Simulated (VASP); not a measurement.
The system is Zr3Nb.

```
Zr Nb
1.0
     5.11590    0.00000    0.00000
     0.00000    5.11590    0.00000
     0.00000    0.00000    5.11590
Zr Nb
6 2
Cartesian
  0.0000 2.5580 1.2790
  0.0000 2.5580 3.8369
  1.2790 0.0000 2.5580
  3.8369 0.0000 2.5580
  2.5580 3.8369 0.0000
  2.5580 1.2790 0.0000
  0.0000 0.0000 0.0000
  2.5580 2.5580 2.5580
```

```yaml
Program: VASP 6.6.1
Task: relaxation of cell and atoms
Functional: PBE
Potentials_or_basis: VASP PAW PBE potentials, release 64 (Zr_sv, Nb_sv)
Cutoff: 500 eV
k_mesh: 4 × 4 × 4
Occupations: gaussian, width 0.1 eV
Spin: no spin polarisation
```

At the start: pressure 41.8 GPa; volume 16.74 Å³/atom.

Problem. How do energy, volume and symmetry change on relaxing?

Solution. Over 4 steps the energy falls by 541.4 meV/atom and the volume is 21.74 Å³/atom (+29.9 %); space group Pm-3n (No. 223, to 0.05 Å).

The path:
| step | energy change (eV) | largest force (eV/Å) | pressure (GPa) | volume (Å³) |
| --- | --- | --- | --- | --- |
| 1 | 0.0000 | 0.0000 | 41.83 | 133.90 |
| 2 | 0.5241 | 0.0000 | -18.85 | 237.67 |
| 3 | -4.3187 | 0.0000 | -1.58 | 176.07 |
| 4 | -4.3313 | 0.0000 | -0.28 | 173.90 |

Final structure:
```
Zr Nb
1.0
     5.58166    0.00000    0.00000
     0.00000    5.58166    0.00000
     0.00000    0.00000    5.58166
Zr Nb
6 2
Direct
  0.00000 0.50000 0.25000
  0.00000 0.50000 0.75000
  0.25000 0.00000 0.50000
  0.75000 0.00000 0.50000
  0.50000 0.75000 0.00000
  0.50000 0.25000 0.00000
  0.00000 0.00000 0.00000
  0.50000 0.50000 0.50000
```

Caveat: the volume moved by over 15 % at a fixed basis, so the end points are rough.
